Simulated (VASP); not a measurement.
# Yb (Fm-3m) in VASP: notebook

Yb is run at these levels: PBEsol, PBE; tasks: single point.

Program: VASP 6.6.1. These are calculated values, not measurements. Logs are shortened: lines on timing, memory, paths and dates and some standing lists are left out, and cuts for length are marked.

**1. The cell of the first run**

The structure is cubic, space group Fm-3m (No. 225). Conventional cell: a = 5.594 Å, b = 5.594 Å, c = 5.594 Å, α = 90.00°, β = 90.00°, γ = 90.00°. Yb (site symmetry m-3m) has 12 Yb at 3.96 Å within 5.2 Å.

**2. Single point, PBEsol, collinear spin, ferromagnetic start (43.76 Å³/atom)**

File INCAR:

```
ALGO = Normal
EDIFF = 1E-6
ENCUT = 520
GGA = PS
ISIF = 2
ISMEAR = -1
ISPIN = 2
LASPH = T
LCHARG = F
LMAXMIX = 6
LORBIT = 11
LREAL = F
LWAVE = F
MAGMOM = 1
NBANDS = 22
NELM = 150
PREC = Accurate
SIGMA = 0.05
```

File KPOINTS:

```
k-points
0
Gamma
  8 8 8
```

File POSCAR:

```
Yb
1.0
    0.0000000000      2.7968999332      2.7968999332
    2.7968999332      0.0000000000      2.7968999332
    2.7968999332      2.7968999332      0.0000000000
Yb
1
Direct
    0.0000000000      0.0000000000      0.0000000000
```

Potentials or basis: VASP PAW PBE potentials, release 64 (Yb).

Command:

```bash
cat potpaw_PBE.64/Yb/POTCAR > POTCAR
mpirun -np 1 vasp_std > vasp.out
```

OUTCAR:

```text
EDIFF = 1E-6
   ENCUT = 520
   GGA = PS
   ISIF = 2
   ISMEAR = -1
   ISPIN = 2
   LASPH = T
   LORBIT = 11
   LREAL = F
   NELM = 150
   PREC = Accurate

 ion  position               nearest neighbor table
   1  0.000  0.000  0.000-

  LATTYP: Found a face centered cubic cell.
 ALAT       =     5.5937998664

  Lattice vectors:

 A1 = (   0.0000000000,   2.7968999332,   2.7968999332)
 A2 = (   2.7968999332,   0.0000000000,   2.7968999332)
 A3 = (   2.7968999332,   2.7968999332,   0.0000000000)

Analysis of symmetry for initial positions (statically):
=====================================================================
 Subroutine PRICEL returns:
 Original cell was already a primitive cell.

 Routine SETGRP: Setting up the symmetry group for a
 face centered cubic supercell.

 Subroutine GETGRP returns: Found 48 space group operations
 (whereof 48 operations were pure point group operations)
 out of a pool of 48 trial point group operations.

The static configuration has the point symmetry O_h .

Analysis of symmetry for dynamics (positions and initial velocities):
=====================================================================
 Subroutine PRICEL returns:
 Original cell was already a primitive cell.

 Routine SETGRP: Setting up the symmetry group for a
 face centered cubic supercell.

 Subroutine GETGRP returns: Found 48 space group operations
 (whereof 48 operations were pure point group operations)
 out of a pool of 48 trial point group operations.

The dynamic configuration has the point symmetry O_h .

Analysis of structural, dynamic, and magnetic symmetry:
=====================================================================
 Subroutine PRICEL returns:
 Original cell was already a primitive cell.

 Routine SETGRP: Setting up the symmetry group for a
 face centered cubic supercell.

 Subroutine GETGRP returns: Found 48 space group operations
 (whereof 48 operations were pure point group operations)
 out of a pool of 48 trial point group operations.

The overall configuration has the point symmetry O_h .

 Subroutine INISYM returns: Found 48 space group operations
 (whereof 48 operations are pure point group operations),
 and found     1 'primitive' translations

----------------------------------------------------------------------------------------

                                     Primitive cell

  volume of cell :      43.7583

  direct lattice vectors                    reciprocal lattice vectors
     0.000000000  2.796899933  2.796899933    -0.178769356  0.178769356  0.178769356
     2.796899933  0.000000000  2.796899933     0.178769356 -0.178769356  0.178769356
     2.796899933  2.796899933  0.000000000     0.178769356  0.178769356 -0.178769356

  length of vectors
     3.955413818  3.955413818  3.955413818     0.309637608  0.309637608  0.309637608

  position of ions in fractional coordinates (direct lattice)
     0.000000000  0.000000000  0.000000000

  ion indices of the primitive-cell ions
   primitive index   ion index
                 1           1

----------------------------------------------------------------------------------------

 KPOINTS: k-points

Automatic generation of k-mesh.
 Grid dimensions read from file:
 generate k-points for:    8    8    8

 Generating k-lattice:

  Cartesian coordinates                     Fractional coordinates (reciprocal lattice)
    -0.022346170  0.022346170  0.022346170     0.125000000  0.000000000  0.000000000
     0.022346170 -0.022346170  0.022346170     0.000000000  0.125000000  0.000000000
     0.022346170  0.022346170 -0.022346170     0.000000000  0.000000000  0.125000000

  Length of vectors
     0.038704701  0.038704701  0.038704701

  Shift w.r.t. Gamma in fractional coordinates (k-lattice)
     0.000000000  0.000000000  0.000000000

 Subroutine IBZKPT returns following result:
 ===========================================

 Found     29 irreducible k-points:

 Following reciprocal coordinates:
            Coordinates               Weight
  0.000000  0.000000  0.000000      1.000000
  0.125000  0.000000  0.000000      8.000000
  0.250000  0.000000  0.000000      8.000000
  0.375000  0.000000  0.000000      8.000000
  0.500000  0.000000  0.000000      4.000000
  0.125000  0.125000  0.000000      6.000000
[... 16 lines left out ...]
  0.500000  0.250000  0.125000     48.000000
 -0.375000  0.250000  0.125000     24.000000
 [... further k-points ...]
   k-points           NKPTS =     29   k-points in BZ     NKDIM =     29   number of bands    NBANDS=     22
   number of dos      NEDOS =    301   number of ions     NIONS =      1
   total plane-waves  NPLWV =  27000
   dimension x,y,z NGX =    30 NGY =   30 NGZ =   30
   dimension x,y,z NGXF=    60 NGYF=   60 NGZF=   60
   ions per type =               1
   NGX,Y,Z   is equivalent  to a cutoff of  12.61, 12.61, 12.61 a.u.
   NGXF,Y,Z  is equivalent  to a cutoff of  25.22, 25.22, 25.22 a.u.
 SYSTEM =  unknown system
   PREC   = accura    normal or accurate (medium, high low for compatibility)
   ISTART =      0    job   : 0-new  1-cont  2-samecut
   ICHARG =      2    charge: 1-file 2-atom 10-const
   ISPIN  =      2    spin polarized calculation?
   LNONCOLLINEAR =      F non collinear calculations
   LSORBIT =      F    spin-orbit coupling
   LASPH  =      T    aspherical Exc in radial PAW
   ENCUT  =  520.0 eV  38.22 Ry    6.18 a.u.   7.35  7.35  7.35*2*pi/ulx,y,z
   NELM   =    150;   NELMIN=  2; NELMDL= -5     # of ELM steps
   EDIFF  = 0.1E-05   stopping-criterion for ELM
   LREAL  =      F    real-space projection
   EDIFFG = 0.1E-04   stopping-criterion for IOM
   NSW    =      0    number of steps for IOM
   IBRION =     -1    ionic relax: 0-MD 1-quasi-New 2-CG
   NFREE  =      0    steps in history (QN), initial steepest desc. (CG)
   ISIF   =      2    stress and relaxation
   ISYM   =      2    0-nonsym 1-usesym 2-fastsym
   POTIM  = 0.5000    time-step for ionic-motion
   TEBEG  =    0.0;   TEEND  =   0.0 temperature during run
   PSTRESS=    0.0 pullay stress
   NELECT =      24.0000    total number of electrons
   NUPDOWN=      -1.0000    fix difference up-down
   EMIN   =  10.00;   EMAX   =-10.00  energy-range for DOS
   EFERMI =   0.00;   METHOD = LEGACY
   ISMEAR =    -1;   SIGMA  =   0.05  broadening in eV -4-tet -1-fermi 0-gaus
   EFERMI_NEDOS =   21; number of points for ismear=-14 and -15
   IALGO  =     38    algorithm
   IMIX   =      4    mixing-type and parameters
     AMIX     =   0.40;   BMIX     =  1.00
     AMIX_MAG =   1.60;   BMIX_MAG =  1.00
  volume/ion in A,a.u.               =      43.76       295.30
  Fermi-wavevector in a.u.,A,eV,Ry     =   1.340062  2.532351 24.432892  1.795767
  Thomas-Fermi vector in A             =   2.468405
   LORBIT       =     11    0 simple, 1 ext, 2 COOP (PROOUT), +10 PAW based schemes
   GGA     = PS    functional components
   LHFCALC =     F    Hartree Fock is set to
   AEXX    =    0.0000 exact exchange contribution
   IVDW    =     0    specifies the selected vdW correction
   LEPSILON=     F    determine dielectric tensor
   LRPA    =     F    only Hartree local field effects (RPA)
 spin polarized calculation
  energy-cutoff  :      520.00
  volume of cell :       43.76
 maximum number of plane-waves:      1243
 NGX is ok and might be reduce to    30
   NGX = 15   NGY = 15   NGZ = 15

 number of electron      24.0000014 magnetization      -0.0006244

 number of electron      24.0000014 magnetization       0.0023485

 Free energy of the ion-electron system (eV)
  ---------------------------------------------------
  ext. energy  EPLUGINS =         0.00000000
  ---------------------------------------------------
  free energy    TOTEN  =        -3.75396788 eV

  energy without entropy =       -3.73691772  energy(sigma->0) =       -3.74544280

 E-fermi :   0.8802     XC(G=0):  -8.7274

 val. band max:        0.7976538804   @ k =  -0.3750   0.3750   0.0000
 cond. band min:       0.8890367162   @ k =  -0.3750   0.2500   0.1250
 fundamental gap:      0.0913828358
 Fermi energy:         0.8801800136

 spin component 1

 k-point     1 :       0.0000    0.0000    0.0000
  band No.  band energies     occupation
      1     -51.0133      1.00000
      2     -23.2900      1.00000
      3     -23.2900      1.00000
      4     -23.2900      1.00000
      5      -3.8524      1.00000
      6       0.4669      0.99974
[... 14 lines left out ...]
     21      11.7743      0.00000
     22      13.5203      0.00000

 k-point     2 :       0.1250    0.0000    0.0000
  band No.  band energies     occupation
      1     -51.0123      1.00000
      2     -23.3154      1.00000
      3     -23.2935      1.00000
      4     -23.2935      1.00000
      5      -3.5561      1.00000
      6       0.4706      0.99972
[... 14 lines left out ...]
     21      12.3315      0.00000
     22      14.5236      0.00000
[... 523 lines left out ...]
     21      12.2329      0.00000
     22      14.5244      0.00000

 k-point    24 :      -0.3750    0.2500    0.1250
  band No.  band energies     occupation
      1     -51.0060      1.00000
      2     -23.4373      1.00000
      3     -23.3586      1.00000
      4     -23.3286      1.00000
      5      -0.0206      1.00000
      6       0.4938      0.99956
[... 14 lines left out ...]
     21      11.4822      0.00000
     22      16.0736      0.00000

 [... further k-points ...]

 spin component 2

 k-point     1 :       0.0000    0.0000    0.0000
  band No.  band energies     occupation
      1     -51.0123      1.00000
      2     -23.2893      1.00000
      3     -23.2893      1.00000
      4     -23.2893      1.00000
      5      -3.8522      1.00000
      6       0.4682      0.99974
[... 14 lines left out ...]
     21      11.7741      0.00000
     22      13.5198      0.00000

 k-point     2 :       0.1250    0.0000    0.0000
  band No.  band energies     occupation
      1     -51.0114      1.00000
      2     -23.3147      1.00000
      3     -23.2928      1.00000
      4     -23.2928      1.00000
      5      -3.5559      1.00000
      6       0.4719      0.99972
[... 14 lines left out ...]
     21      12.3313      0.00000
     22      14.5235      0.00000
[... 523 lines left out ...]
     21      12.2332      0.00000
     22      14.5247      0.00000

 k-point    24 :      -0.3750    0.2500    0.1250
  band No.  band energies     occupation
      1     -51.0051      1.00000
      2     -23.4366      1.00000
      3     -23.3579      1.00000
      4     -23.3279      1.00000
      5      -0.0201      1.00000
      6       0.4953      0.99955
[... 14 lines left out ...]
     21      11.4824      0.00000
     22      16.0739      0.00000

 [... further k-points ...]

------------------------ aborting loop because EDIFF is reached ----------------------------------------

  FORCE on cell =-STRESS in cart. coord.  units (eV):
  Direction    XX          YY          ZZ          XY          YZ          ZX
  --------------------------------------------------------------------------------------
  -------------------------------------------------------------------------------------
  Total       -1.5514255     -1.5514255     -1.5514255     -0.0000000     -0.0000000     -0.0000000
  in kB      -56.8042360    -56.8042360    -56.8042360     -0.0000000     -0.0000000     -0.0000000
  external PRESSURE =     -56.8042360 kB  Pullay stress =       0.0000000 kB

 VOLUME and BASIS-vectors are now :
 -----------------------------------------------------------------------------
  energy-cutoff  :      520.00
  volume of cell :       43.76
      direct lattice vectors                 reciprocal lattice vectors
     0.000000000  2.796899933  2.796899933    -0.178769356  0.178769356  0.178769356
     2.796899933  0.000000000  2.796899933     0.178769356 -0.178769356  0.178769356
     2.796899933  2.796899933  0.000000000     0.178769356  0.178769356 -0.178769356

 POSITION                                       TOTAL-FORCE (eV/Angst)
 -----------------------------------------------------------------------------------
      0.00000      0.00000      0.00000         0.000000      0.000000      0.000000
 -----------------------------------------------------------------------------------
    total drift:                                0.000000     -0.000000      0.000000

  FREE ENERGIE OF THE ION-ELECTRON SYSTEM (eV)
  ---------------------------------------------------
  free  energy   TOTEN  =        -3.7539678762 eV

  energy  without entropy=       -3.7369177239  energy(sigma->0) =       -3.74544280

 total charge

# of ion       s       p       d       f       tot
--------------------------------------------------
    1        2.211   5.971   0.185  13.662  22.030

 magnetization (x)

# of ion       s       p       d       f       tot
--------------------------------------------------
    1        0.000  -0.000  -0.000   0.001   0.001
```

Run time: 7.9 min. Hardware: 1 thread of Intel Xeon 8259CL, shared host; peak memory 0.23 GiB.

What came out:

- Free energy: -3.7540 eV
- Pressure: -5.7 GPa
- Band gap on the k mesh: zero (filled and empty bands overlap)
- Net moment: 0.00 μB per cell
- Valence electrons inside the program's atomic spheres: Yb 22.03

Caveat: the cell stands under tension; the PAW data sets were made with another functional, which shifts forces and pressure a little; spin-orbit coupling is left out, which moves the levels of the heavy elements. The state reached can hang on the start; a lower one may exist.

(Continued in part 2 of 2.)
